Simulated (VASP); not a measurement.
# Te (P-3m1) in VASP: further runs, part 2 of 2

VASP 6.6.1. The steps go on from the part before.

## (3) Relaxation of cell and atoms, PBE+D3(BJ)

INCAR reads:

```
PREC = Accurate
ENCUT = 600
EDIFF = 1E-7
ISMEAR = 0
SIGMA = 0.1
LREAL = False
LASPH = True
NELM = 100
ALGO = Normal
ISIF = 3
LWAVE = False
LCHARG = False
GGA = PE
IVDW = 12
IBRION = 2
NSW = 90
EDIFFG = -0.04
```

KPOINTS reads:

```
Automatic mesh
0
Gamma
  6 6 4
```

POSCAR reads:

```
Te
1.0
    4.3597551800      0.0000000000      0.0000000000
   -2.1798775900      3.7756587400      0.0000000000
    0.0000000000      0.0000000000      4.8964177200
Te
2
Direct
    0.6666666700      0.3333333300      0.1507650900
    0.3333333300      0.6666666700      0.8492349100
```

Potentials or basis: VASP PAW PBE potentials, release 64 (Te).

Run with:

```console
> cat potpaw_PBE.64/Te/POTCAR > POTCAR
> mpirun -np 1 vasp_std > vasp.out
```

OUTCAR:

```text
PREC = Accurate
   ENCUT = 600
   EDIFF = 1E-7
   ISMEAR = 0
   LREAL = False
   LASPH = True
   NELM = 100
   ISIF = 3
   GGA = PE
   IVDW = 12
   IBRION = 2
   NSW = 90
   EDIFFG = -0.04
 IVDW          = 12

 ion  position               nearest neighbor table
   1  0.667  0.333  0.151-   2 2.92   2 2.92   2 2.92
   2  0.333  0.667  0.849-   1 2.92   1 2.92   1 2.92

  LATTYP: Found a hexagonal cell.
 ALAT       =     4.3597551800
 C/A-ratio  =     1.1230946505

  Lattice vectors:

 A1 = (   4.3597551800,   0.0000000000,   0.0000000000)
 A2 = (  -2.1798775900,   3.7756587400,   0.0000000000)
 A3 = (   0.0000000000,   0.0000000000,   4.8964177200)

Analysis of symmetry for initial positions (statically):
=====================================================================
 Subroutine PRICEL returns:
 Original cell was already a primitive cell.

 Routine SETGRP: Setting up the symmetry group for a
 hexagonal supercell.

 Subroutine GETGRP returns: Found 12 space group operations
 (whereof 12 operations were pure point group operations)
 out of a pool of 24 trial point group operations.

The static configuration has the point symmetry D_3d.

Analysis of symmetry for dynamics (positions and initial velocities):
=====================================================================
 Subroutine PRICEL returns:
 Original cell was already a primitive cell.

 Routine SETGRP: Setting up the symmetry group for a
 hexagonal supercell.

 Subroutine GETGRP returns: Found 12 space group operations
 (whereof 12 operations were pure point group operations)
 out of a pool of 24 trial point group operations.

The dynamic configuration has the point symmetry D_3d.

 Subroutine INISYM returns: Found 12 space group operations
 (whereof 12 operations are pure point group operations),
 and found     1 'primitive' translations

----------------------------------------------------------------------------------------

                                     Primitive cell

  volume of cell :      80.5997

  direct lattice vectors                    reciprocal lattice vectors
     4.359755180  0.000000000  0.000000000     0.229370678  0.132427222  0.000000000
    -2.179877590  3.775658740  0.000000000     0.000000000  0.264854445  0.000000000
     0.000000000  0.000000000  4.896417720     0.000000000  0.000000000  0.204230941

  length of vectors
     4.359755180  4.359755180  4.896417720     0.264854445  0.264854445  0.204230941

  position of ions in fractional coordinates (direct lattice)
     0.666666670  0.333333330  0.150765090
     0.333333330  0.666666670  0.849234910

  ion indices of the primitive-cell ions
   primitive index   ion index
                 1           1
                 2           2

----------------------------------------------------------------------------------------

 KPOINTS: Automatic mesh

Automatic generation of k-mesh.
 Grid dimensions read from file:
 generate k-points for:    6    6    4

 Generating k-lattice:

  Cartesian coordinates                     Fractional coordinates (reciprocal lattice)
     0.038228446  0.022071204  0.000000000     0.166666667  0.000000000  0.000000000
     0.000000000  0.044142407  0.000000000     0.000000000  0.166666667  0.000000000
     0.000000000  0.000000000  0.051057735     0.000000000  0.000000000  0.250000000

  Length of vectors
     0.044142407  0.044142407  0.051057735

  Shift w.r.t. Gamma in fractional coordinates (k-lattice)
     0.000000000  0.000000000  0.000000000

 Subroutine IBZKPT returns following result:
 ===========================================

 Found     24 irreducible k-points:

 Following reciprocal coordinates:
            Coordinates               Weight
  0.000000  0.000000  0.000000      1.000000
  0.166667  0.000000  0.000000      6.000000
  0.333333  0.000000  0.000000      6.000000
  0.500000  0.000000  0.000000      3.000000
  0.166667  0.166667  0.000000      6.000000
  0.333333  0.166667  0.000000     12.000000
[... 16 lines left out ...]
  0.333333  0.166667  0.500000     12.000000
  0.333333  0.333333  0.500000      2.000000
   k-points           NKPTS =     24   k-points in BZ     NKDIM =     24   number of bands    NBANDS=     10
   number of dos      NEDOS =    301   number of ions     NIONS =      2
   total plane-waves  NPLWV =  51840
   dimension x,y,z NGX =    36 NGY =   36 NGZ =   40
   dimension x,y,z NGXF=    72 NGYF=   72 NGZF=   80
   ions per type =               2
   NGX,Y,Z   is equivalent  to a cutoff of  13.73, 13.73, 13.58 a.u.
   NGXF,Y,Z  is equivalent  to a cutoff of  27.45, 27.45, 27.16 a.u.
 SYSTEM =  unknown system
   PREC   = accura    normal or accurate (medium, high low for compatibility)
   ISTART =      0    job   : 0-new  1-cont  2-samecut
   ICHARG =      2    charge: 1-file 2-atom 10-const
   ISPIN  =      1    spin polarized calculation?
   LNONCOLLINEAR =      F non collinear calculations
   LSORBIT =      F    spin-orbit coupling
   LASPH  =      T    aspherical Exc in radial PAW
   ENCUT  =  600.0 eV  44.10 Ry    6.64 a.u.   8.71  8.71  9.78*2*pi/ulx,y,z
   NELM   =    100;   NELMIN=  2; NELMDL= -5     # of ELM steps
   EDIFF  = 0.1E-06   stopping-criterion for ELM
   LREAL  =      F    real-space projection
   EDIFFG = -.4E-01   stopping-criterion for IOM
   NSW    =     90    number of steps for IOM
   IBRION =      2    ionic relax: 0-MD 1-quasi-New 2-CG
   NFREE  =      1    steps in history (QN), initial steepest desc. (CG)
   ISIF   =      3    stress and relaxation
   ISYM   =      2    0-nonsym 1-usesym 2-fastsym
   POTIM  = 0.5000    time-step for ionic-motion
   TEBEG  =    0.0;   TEEND  =   0.0 temperature during run
   PSTRESS=    0.0 pullay stress
   NELECT =      12.0000    total number of electrons
   NUPDOWN=      -1.0000    fix difference up-down
   EMIN   =  10.00;   EMAX   =-10.00  energy-range for DOS
   EFERMI =   0.00;   METHOD = LEGACY
   ISMEAR =     0;   SIGMA  =   0.10  broadening in eV -4-tet -1-fermi 0-gaus
   EFERMI_NEDOS =   21; number of points for ismear=-14 and -15
   IALGO  =     38    algorithm
   IMIX   =      4    mixing-type and parameters
     AMIX     =   0.40;   BMIX     =  1.00
     AMIX_MAG =   1.60;   BMIX_MAG =  1.00
  volume/ion in A,a.u.               =      40.30       271.96
  Fermi-wavevector in a.u.,A,eV,Ry     =   0.867676  1.639669 10.243300  0.752861
  Thomas-Fermi vector in A             =   1.986244
   LORBIT       =      0    0 simple, 1 ext, 2 COOP (PROOUT), +10 PAW based schemes
   GGA     = PE    functional components
   LHFCALC =     F    Hartree Fock is set to
   AEXX    =    0.0000 exact exchange contribution
   IVDW    =    12    specifies the selected vdW correction
   LEPSILON=     F    determine dielectric tensor
   LRPA    =     F    only Hartree local field effects (RPA)
 conjugate gradient relaxation of ions
 non-spin polarized calculation
 Gauss-broadening in eV      SIGMA  =   0.10
  energy-cutoff  :      600.00
  volume of cell :       80.60
 maximum number of plane-waves:      2720
 NGX is ok and might be reduce to    36
   NGX = 17   NGY = 17   NGZ = 19

--------------------------------------- Ionic step        1  -------------------------------------------

 number of electron      12.0000001 magnetization

 Free energy of the ion-electron system (eV)
  ---------------------------------------------------
  ext. energy  EPLUGINS =         0.00000000
  ---------------------------------------------------
  free energy    TOTEN  =        -5.20061579 eV

  energy without entropy =       -5.19466760  energy(sigma->0) =       -5.19764170

------------------------ aborting loop because EDIFF is reached ----------------------------------------

 Edisp (eV)   -0.70474

 E8    (eV) :    -0.3217
[... 736 lines left out ...]
 k-point    24 :       0.3333    0.3333    0.5000
  band No.  band energies     occupation
      1      -2.7883      2.00000
      2      -2.7883      2.00000
      3       2.3782      2.00000
      4       2.3782      2.00000
      5       4.2965      2.00000
      6       4.5306      2.00000
      7      11.4550      0.00000
      8      11.4550      0.00000
      9      16.9428      0.00000
     10      17.1025      0.00000

[... ionic steps 4 to 30 ...]

--------------------------------------- Ionic step       31  -------------------------------------------

 number of electron      12.0000000 magnetization

------------------------ aborting loop because EDIFF is reached ----------------------------------------
[... 75 lines left out ...]
--------------------------------------- Ionic step       33  -------------------------------------------

 number of electron      12.0000000 magnetization

 Free energy of the ion-electron system (eV)
  ---------------------------------------------------
  ext. energy  EPLUGINS =         0.00000000
  ---------------------------------------------------
  free energy    TOTEN  =        -5.87830388 eV

  energy without entropy =       -5.87792710  energy(sigma->0) =       -5.87811549

 E-fermi :   7.7416     XC(G=0):  -9.9595

 val. band max:        7.6179093628   @ k =   0.0000   0.0000   0.5000
 cond. band min:       7.8809144978   @ k =   0.0000   0.0000   0.5000
 fundamental gap:      0.2630051350
 Fermi energy:         7.7415933665
[... 343 lines left out ...]
  FREE ENERGIE OF THE ION-ELECTRON SYSTEM (eV)
  ---------------------------------------------------
  free  energy   TOTEN  =        -6.8976815712 eV

  energy  without entropy=       -6.8973047848  energy(sigma->0) =       -6.89749318

 reached required accuracy - stopping structural energy minimisation
```

OSZICAR:

```text
N       E                     dE             d eps       ncg     rms          rms(c)
DAV:   1     0.543092186320E+02    0.54309E+02   -0.50165E+03   480   0.107E+03
DAV:   2    -0.226439137374E+01   -0.56574E+02   -0.55378E+02   754   0.133E+02
DAV:   3    -0.515491919801E+01   -0.28905E+01   -0.28713E+01   596   0.368E+01
[... 367 lines left out ...]
DAV:   3    -0.587830644912E+01    0.14284E-04   -0.22178E-05   502   0.320E-02    0.259E-02
DAV:   4    -0.587830443462E+01    0.20145E-05   -0.96650E-06   494   0.176E-02    0.258E-02
DAV:   5    -0.587830402501E+01    0.40961E-06   -0.44725E-07   486   0.512E-03    0.745E-03
DAV:   6    -0.587830387394E+01    0.15107E-06   -0.23192E-08   244   0.128E-03    0.141E-03
DAV:   7    -0.587830388304E+01   -0.91053E-08   -0.32124E-09   240   0.492E-04
  33 F= -.68976816E+01 E0= -.68974932E+01  d E =-.166354E-02
```

Run time: 10 min. Hardware: 1 thread of Intel Xeon 6975P-C, shared host; peak memory 0.25 GiB.

What came out:

| Item | Value |
| --- | --- |
| Free energy | -6.8977 eV |
| Relaxed volume | 28.70 Å³/atom |
| Relaxed cell | a = 3.840 Å, b = 3.840 Å, c = 4.495 Å, α = 90.00°, β = 90.00°, γ = 120.00° |
| Space group after relaxing (to 0.05 Å) | P6_3/mmc (No. 194) |
| Energy gained by relaxing | 496.2 meV/atom |
| Ionic steps | 33 |
| Pressure after relaxing | 0.2 GPa |
| Largest force after relaxing | 0.012 eV/Å |
| Band gap on the k mesh | zero (band 6 reaches 9.20 eV, above the bottom of band 7 at 6.12 eV) |
| Dispersion energy per atom | -0.510 eV |

Forces in eV/Å, atoms in the order of the input:
```
Te   0.000  0.000  0.012
Te   0.000  0.000 -0.012
```

The path:
```tsv
step	energy change (eV)	largest force (eV/Å)	pressure (GPa)	volume (Å³)
1	0.0000	0.5260	0.09	80.60
2	-0.0717	0.2462	-1.02	80.81
3	-0.1914	0.0497	-3.41	80.75
4	-0.2282	0.0630	-3.23	79.17
5	-0.3280	0.3813	-2.49	74.43
6	-0.3732	0.5664	2.17	64.84
7	-0.4055	0.5481	-1.00	69.95
8	-0.4158	0.5853	0.30	67.40
9	-0.4175	0.5795	-0.03	67.95
10	-0.4336	0.5026	0.18	67.19
11	-0.4587	0.3525	0.96	64.93
12	-0.4929	0.3021	0.08	65.42
13	-0.5506	0.2850	-0.98	66.60
14	-0.5762	0.1305	-2.38	68.69
15	-0.6192	0.3774	-1.85	67.43
16	-0.6599	1.3697	0.45	63.45
17	-0.6679	0.9845	-0.59	64.96
18	-0.7402	1.2000	-0.36	63.27
19	-0.8354	1.2233	0.47	59.93
20	-0.7276	1.0985	5.29	52.57
21	-0.8552	1.1787	1.29	57.99
22	-0.9145	0.4878	-1.13	58.82
23	-0.9173	0.4088	-1.59	59.02
24	-0.9528	0.3482	-0.35	57.48
25	-0.9644	0.2323	0.88	56.30
26	-0.9649	0.2205	1.21	56.01
27	-0.9800	0.1504	0.36	56.74
28	-0.9851	0.1896	-0.72	58.23
29	-0.9887	0.0637	-0.40	57.65
30	-0.9880	0.1857	0.27	57.58
31	-0.9907	0.1202	-0.10	57.62
32	-0.9921	0.0564	0.07	57.48
33	-0.9923	0.0124	0.19	57.39
```

Final structure:
```yaml
crystal:
  lattice:
    - [3.83965, 0.00000, 0.00000]
    - [-1.91983, 3.32524, 0.00000]
    - [0.00000, 0.00000, 4.49503]
  atoms:
    - { symbol: Te, position: [0.66667, 0.33333, 0.24973] }
    - { symbol: Te, position: [0.33333, 0.66667, 0.75027] }
```

Caveat: the volume moved by over 15 % at a fixed basis, so the end points are rough; spin-orbit coupling is left out, which moves the levels of the heavy elements.
